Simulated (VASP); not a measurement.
# AlRu (P4/mmm) in VASP: further runs, part 2 of 2

VASP 6.6.1.

## Step 3: Single point, PBEsol (strain +0.000 along x and y, -0.030 along z)

Input file INCAR:

```
PREC = Accurate
ENCUT = 520
EDIFF = 1E-7
ISMEAR = 0
SIGMA = 0.15
LREAL = False
LASPH = True
NELM = 60
ALGO = Fast
ISIF = 2
LWAVE = False
LCHARG = False
GGA = PS
NBANDS = 16
```

Input file KPOINTS:

```
Automatic mesh
0
Gamma
  20 20 20
```

Input file POSCAR:

```
AlRu
1.0
    2.9764078218      0.0000000000      0.0000000000
    0.0000000000      2.9764078218      0.0000000000
    0.0000000000      0.0000000000      2.8871155871
Al Ru
1 1
Direct
    0.0000000000      0.0000000000      0.0000000000
    0.5000000000      0.5000000000      0.5000000000
```

Potentials or basis: VASP PAW PBE potentials, release 64 (Al, Ru_pv).

Run with:

```bash
$ cat potpaw_PBE.64/Al/POTCAR potpaw_PBE.64/Ru_pv/POTCAR > POTCAR
$ mpirun -np 1 vasp_std > vasp.out
```

OUTCAR:

```text
PREC = Accurate
   ENCUT = 520
   EDIFF = 1E-7
   ISMEAR = 0
   LREAL = False
   LASPH = True
   NELM = 60
   ISIF = 2
   GGA = PS

 ion  position               nearest neighbor table
   1  0.000  0.000  0.000-   2 2.55   2 2.55   2 2.55   2 2.55   2 2.55   2 2.55   2 2.55   2 2.55

   2  0.500  0.500  0.500-   1 2.55   1 2.55   1 2.55   1 2.55   1 2.55   1 2.55   1 2.55   1 2.55

  LATTYP: Found a simple tetragonal cell.
 ALAT       =     2.9764078218
 C/A-ratio  =     0.9700000000

  Lattice vectors:

 A1 = (   2.9764078218,   0.0000000000,   0.0000000000)
 A2 = (   0.0000000000,   2.9764078218,   0.0000000000)
 A3 = (   0.0000000000,   0.0000000000,   2.8871155871)

Analysis of symmetry for initial positions (statically):
=====================================================================
 Subroutine PRICEL returns:
 Original cell was already a primitive cell.

 Routine SETGRP: Setting up the symmetry group for a
 simple tetragonal supercell.

 Subroutine GETGRP returns: Found 16 space group operations
 (whereof 16 operations were pure point group operations)
 out of a pool of 16 trial point group operations.

The static configuration has the point symmetry D_4h.

Analysis of symmetry for dynamics (positions and initial velocities):
=====================================================================
 Subroutine PRICEL returns:
 Original cell was already a primitive cell.

 Routine SETGRP: Setting up the symmetry group for a
 simple tetragonal supercell.

 Subroutine GETGRP returns: Found 16 space group operations
 (whereof 16 operations were pure point group operations)
 out of a pool of 16 trial point group operations.

The dynamic configuration has the point symmetry D_4h.

 Subroutine INISYM returns: Found 16 space group operations
 (whereof 16 operations are pure point group operations),
 and found     1 'primitive' translations

----------------------------------------------------------------------------------------

                                     Primitive cell

  volume of cell :      25.5770

  direct lattice vectors                    reciprocal lattice vectors
     2.976407822  0.000000000  0.000000000     0.335975464  0.000000000  0.000000000
     0.000000000  2.976407822  0.000000000     0.000000000  0.335975464  0.000000000
     0.000000000  0.000000000  2.887115587     0.000000000  0.000000000  0.346366458

  length of vectors
     2.976407822  2.976407822  2.887115587     0.335975464  0.335975464  0.346366458

  position of ions in fractional coordinates (direct lattice)
     0.000000000  0.000000000  0.000000000
     0.500000000  0.500000000  0.500000000

  ion indices of the primitive-cell ions
   primitive index   ion index
                 1           1
                 2           2

----------------------------------------------------------------------------------------

 KPOINTS: Automatic mesh

Automatic generation of k-mesh.
 Grid dimensions read from file:
 generate k-points for:   20   20   20

 Generating k-lattice:

  Cartesian coordinates                     Fractional coordinates (reciprocal lattice)
     0.016798773  0.000000000  0.000000000     0.050000000  0.000000000  0.000000000
     0.000000000  0.016798773  0.000000000     0.000000000  0.050000000  0.000000000
     0.000000000  0.000000000  0.017318323     0.000000000  0.000000000  0.050000000

  Length of vectors
     0.016798773  0.016798773  0.017318323

  Shift w.r.t. Gamma in fractional coordinates (k-lattice)
     0.000000000  0.000000000  0.000000000

 Subroutine IBZKPT returns following result:
 ===========================================

 Found    726 irreducible k-points:

 Following reciprocal coordinates:
            Coordinates               Weight
  0.000000  0.000000  0.000000      1.000000
  0.050000  0.000000  0.000000      4.000000
  0.100000  0.000000  0.000000      4.000000
  0.150000  0.000000  0.000000      4.000000
  0.200000  0.000000  0.000000      4.000000
  0.250000  0.000000  0.000000      4.000000
[... 16 lines left out ...]
  0.150000  0.100000  0.000000      8.000000
  0.200000  0.100000  0.000000      8.000000
 [... further k-points ...]
   k-points           NKPTS =    726   k-points in BZ     NKDIM =    726   number of bands    NBANDS=     16
   number of dos      NEDOS =    301   number of ions     NIONS =      2
   total plane-waves  NPLWV =  13824
   dimension x,y,z NGX =    24 NGY =   24 NGZ =   24
   dimension x,y,z NGXF=    48 NGYF=   48 NGZF=   48
   ions per type =               1   1
   NGX,Y,Z   is equivalent  to a cutoff of  13.41, 13.41, 13.82 a.u.
   NGXF,Y,Z  is equivalent  to a cutoff of  26.81, 26.81, 27.64 a.u.
 SYSTEM =  unknown system
   PREC   = accura    normal or accurate (medium, high low for compatibility)
   ISTART =      0    job   : 0-new  1-cont  2-samecut
   ICHARG =      2    charge: 1-file 2-atom 10-const
   ISPIN  =      1    spin polarized calculation?
   LNONCOLLINEAR =      F non collinear calculations
   LSORBIT =      F    spin-orbit coupling
   LASPH  =      T    aspherical Exc in radial PAW
   ENCUT  =  520.0 eV  38.22 Ry    6.18 a.u.   5.53  5.53  5.37*2*pi/ulx,y,z
   NELM   =     60;   NELMIN=  2; NELMDL= -5     # of ELM steps
   EDIFF  = 0.1E-06   stopping-criterion for ELM
   LREAL  =      F    real-space projection
   EDIFFG = 0.1E-05   stopping-criterion for IOM
   NSW    =      0    number of steps for IOM
   IBRION =     -1    ionic relax: 0-MD 1-quasi-New 2-CG
   NFREE  =      0    steps in history (QN), initial steepest desc. (CG)
   ISIF   =      2    stress and relaxation
   ISYM   =      2    0-nonsym 1-usesym 2-fastsym
   POTIM  = 0.5000    time-step for ionic-motion
   TEBEG  =    0.0;   TEEND  =   0.0 temperature during run
   PSTRESS=    0.0 pullay stress
   NELECT =      17.0000    total number of electrons
   NUPDOWN=      -1.0000    fix difference up-down
   EMIN   =  10.00;   EMAX   =-10.00  energy-range for DOS
   EFERMI =   0.00;   METHOD = LEGACY
   ISMEAR =     0;   SIGMA  =   0.15  broadening in eV -4-tet -1-fermi 0-gaus
   EFERMI_NEDOS =   21; number of points for ismear=-14 and -15
   IALGO  =     68    algorithm
   IMIX   =      4    mixing-type and parameters
     AMIX     =   0.40;   BMIX     =  1.00
     AMIX_MAG =   1.60;   BMIX_MAG =  1.00
  volume/ion in A,a.u.               =      12.79        86.30
  Fermi-wavevector in a.u.,A,eV,Ry     =   1.428701  2.699854 27.772043  2.041188
  Thomas-Fermi vector in A             =   2.548735
   LORBIT       =      0    0 simple, 1 ext, 2 COOP (PROOUT), +10 PAW based schemes
   GGA     = PS    functional components
   LHFCALC =     F    Hartree Fock is set to
   AEXX    =    0.0000 exact exchange contribution
   IVDW    =     0    specifies the selected vdW correction
   LEPSILON=     F    determine dielectric tensor
   LRPA    =     F    only Hartree local field effects (RPA)
 non-spin polarized calculation
 RMM-DIIS sequential band-by-band and
 Gauss-broadening in eV      SIGMA  =   0.15
  energy-cutoff  :      520.00
  volume of cell :       25.58
 maximum number of plane-waves:       723
 NGX is ok and might be reduce to    24
   NGX = 11   NGY = 11   NGZ = 11

 number of electron      16.9999999 magnetization

 Free energy of the ion-electron system (eV)
  ---------------------------------------------------
  ext. energy  EPLUGINS =         0.00000000
  ---------------------------------------------------
  free energy    TOTEN  =       -15.50022643 eV

  energy without entropy =      -15.48314132  energy(sigma->0) =      -15.49168388

 E-fermi :  11.2593     XC(G=0): -12.9245

 val. band max:       11.2585502945   @ k =   0.0500   0.0500   0.1000
 cond. band min:      11.2601865762   @ k =   0.0500   0.0000   0.0500
 fundamental gap:      0.0016362818
 Fermi energy:        11.2592891906

 k-point     1 :       0.0000    0.0000    0.0000
  band No.  band energies     occupation
      1     -30.4844      2.00000
      2     -30.4844      2.00000
      3     -30.4418      2.00000
      4       1.2995      2.00000
      5       7.3984      2.00000
      6       7.4086      2.00000
[... 8 lines left out ...]
     15      23.2463      0.00000
     16      27.2531      0.00000
[... 419 lines left out ...]
 k-point    24 :       0.2000    0.1000    0.0000
  band No.  band energies     occupation
      1     -30.5616      2.00000
      2     -30.4994      2.00000
      3     -30.4335      2.00000
      4       2.2494      2.00000
      5       7.6139      2.00000
      6       7.7363      2.00000
[... 8 lines left out ...]
     15      24.4996      0.00000
     16      28.1743      0.00000

 [... further k-points ...]

------------------------ aborting loop because EDIFF is reached ----------------------------------------

  FORCE on cell =-STRESS in cart. coord.  units (eV):
  Direction    XX          YY          ZZ          XY          YZ          ZX
  --------------------------------------------------------------------------------------
  -------------------------------------------------------------------------------------
  Total        0.8463788      0.8463788      1.8191168      0.0000000      0.0000000      0.0000000
  in kB       53.0183630     53.0183630    113.9520418      0.0000000      0.0000000      0.0000000
  external PRESSURE =      73.3295893 kB  Pullay stress =       0.0000000 kB

 VOLUME and BASIS-vectors are now :
 -----------------------------------------------------------------------------
  energy-cutoff  :      520.00
  volume of cell :       25.58
      direct lattice vectors                 reciprocal lattice vectors
     2.976407822  0.000000000  0.000000000     0.335975464  0.000000000  0.000000000
     0.000000000  2.976407822  0.000000000     0.000000000  0.335975464  0.000000000
     0.000000000  0.000000000  2.887115587     0.000000000  0.000000000  0.346366458

 POSITION                                       TOTAL-FORCE (eV/Angst)
 -----------------------------------------------------------------------------------
      0.00000      0.00000      0.00000         0.000000      0.000000      0.000000
      1.48820      1.48820      1.44356         0.000000      0.000000      0.000000
 -----------------------------------------------------------------------------------
    total drift:                                0.000000     -0.000000     -0.000000

  FREE ENERGIE OF THE ION-ELECTRON SYSTEM (eV)
  ---------------------------------------------------
  free  energy   TOTEN  =       -15.5002264294 eV

  energy  without entropy=      -15.4831413247  energy(sigma->0) =      -15.49168388
```

OSZICAR:

```text
N       E                     dE             d eps       ncg     rms          rms(c)
DAV:   1     0.116357476704E+03    0.11636E+03   -0.91427E+03 23720   0.993E+02
DAV:   2    -0.143727141774E+02   -0.13073E+03   -0.12466E+03 27376   0.297E+02
DAV:   3    -0.162904601752E+02   -0.19177E+01   -0.19119E+01 30408   0.373E+01
DAV:   4    -0.163038472857E+02   -0.13387E-01   -0.13371E-01 28400   0.329E+00
DAV:   5    -0.163040269333E+02   -0.17965E-03   -0.17947E-03 28432   0.369E-01    0.146E+01
RMM:   6    -0.155878571856E+02    0.71617E+00   -0.22665E+00 23853   0.117E+01    0.252E+00
RMM:   7    -0.155181519252E+02    0.69705E-01   -0.12674E-01 24688   0.294E+00    0.222E+00
RMM:   8    -0.155004757805E+02    0.17676E-01   -0.16261E-02 25860   0.908E-01    0.199E-01
RMM:   9    -0.155002288020E+02    0.24698E-03   -0.12707E-03 26758   0.304E-01    0.141E-01
RMM:  10    -0.155002270675E+02    0.17346E-05   -0.20518E-04 27865   0.133E-01    0.380E-02
RMM:  11    -0.155002280853E+02   -0.10178E-05   -0.54635E-05 27678   0.643E-02    0.241E-02
RMM:  12    -0.155002264599E+02    0.16254E-05   -0.14287E-05 28310   0.327E-02    0.148E-02
RMM:  13    -0.155002264500E+02    0.98687E-08   -0.24495E-06 27971   0.147E-02    0.129E-02
RMM:  14    -0.155002264020E+02    0.48039E-07   -0.10858E-06 26959   0.977E-03    0.848E-03
RMM:  15    -0.155002264294E+02   -0.27388E-07   -0.22270E-07 20503   0.439E-03
   1 F= -.15500226E+02 E0= -.15491684E+02  d E =-.170851E-01
```

Run time: 2.1 min. Hardware: 1 thread of Intel Xeon 6975P-C (Granite Rapids), shared host; peak memory 0.39 GiB.

Results:

```
Free energy            : -15.5002 eV
Pressure               : 7.3 GPa
Band gap on the k mesh : zero (an odd number of electrons rules out a gap without spin polarisation)
```

Caveat: the cell differs from its parent crystal (strain +0.000 along x and y, -0.030 along z); the cell stands under pressure; the PAW data sets were made with another functional, which shifts forces and pressure a little.

## Step 4: Single point, PBEsol (strain -0.015 along x and y, +0.000 along z)

INCAR: that of step 3 with these lines changed.

```diff
@@ -7,3 +7,3 @@
 LASPH = True
-NELM = 60
+NELM = 80
 ALGO = Fast
```

KPOINTS is that of step 3.

Input file POSCAR:

```
AlRu
1.0
    2.9317617045      0.0000000000      0.0000000000
    0.0000000000      2.9317617045      0.0000000000
    0.0000000000      0.0000000000      2.9764078218
Al Ru
1 1
Direct
    0.0000000000      0.0000000000      0.0000000000
    0.5000000000      0.5000000000      0.5000000000
```

Run with:

```bash
$ cat potpaw_PBE.64/Al/POTCAR potpaw_PBE.64/Ru_pv/POTCAR > POTCAR
$ mpirun -np 1 vasp_std > vasp.out
```

It took 1.9 min on 1 thread of Intel Xeon 6975P-C (Granite Rapids), shared host; peak memory 0.38 GiB.

Results (log left out):

| Quantity | Value |
| --- | --- |
| Free energy | -15.5079 eV |
| Pressure | 7.2 GPa |
| Band gap on the k mesh | zero (an odd number of electrons rules out a gap without spin polarisation) |

Stress tensor (GPa, compression positive):
```
8.15 0.00 0.00
0.00 8.15 0.00
0.00 0.00 5.25
```

Levels at points of the mesh, in eV from the Fermi level:
| k point | band 7 | band 8 | band 9 | band 10 | band 11 | band 12 |
| --- | --- | --- | --- | --- | --- | --- |
| (0.00, 0.00, 0.00) | 0.17 | 0.17 | 0.27 | 5.98 | 6.46 | 6.46 |
| (0.50, 0.00, 0.00) | -1.83 | -1.64 | 0.46 | 2.55 | 7.41 | 10.97 |
| (0.50, 0.50, 0.00) | -1.35 | -1.34 | -1.34 | 1.72 | 5.73 | 6.82 |
| (0.00, 0.00, 0.50) | -1.63 | -1.63 | 0.53 | 2.27 | 7.44 | 11.37 |
| (0.50, 0.00, 0.50) | -1.37 | -1.23 | -1.18 | 1.61 | 5.52 | 6.72 |
| (0.50, 0.50, 0.50) | 1.69 | 1.81 | 2.89 | 4.14 | 4.25 | 4.25 |

Caveat: the cell differs from its parent crystal (strain -0.015 along x and y, +0.000 along z); the cell stands under pressure; the PAW data sets were made with another functional, which shifts forces and pressure a little.

## Step 5: Summary

```csv
cell,further INCAR settings,gap on the mesh (eV),pressure (GPa)
"a = 2.887, b = 2.887, c = 3.066 Å, 2 atoms",ALGO = Fast; EDIFF = 1e-06; NBANDS = 16,none,8.0
"a = 2.976, b = 2.976, c = 2.887 Å, 2 atoms",ALGO = Fast; EDIFF = 1e-07; NBANDS = 16,none,7.3
"a = 2.932, b = 2.932, c = 2.976 Å, 2 atoms",ALGO = Fast; EDIFF = 1e-07; NBANDS = 16,none,7.2
```

Alike in all rows: task single point; level PBEsol; potentials or basis VASP PAW PBE potentials, release 64 (Al, Ru_pv); no spin polarisation; k mesh 20 × 20 × 20; cutoff (eV) 520; smearing gaussian 0.15 eV.

Caveats: the cell stands under pressure; the PAW data sets were made with another functional, which shifts forces and pressure a little.

Absolute energies hang on the potentials; compare differences alone.
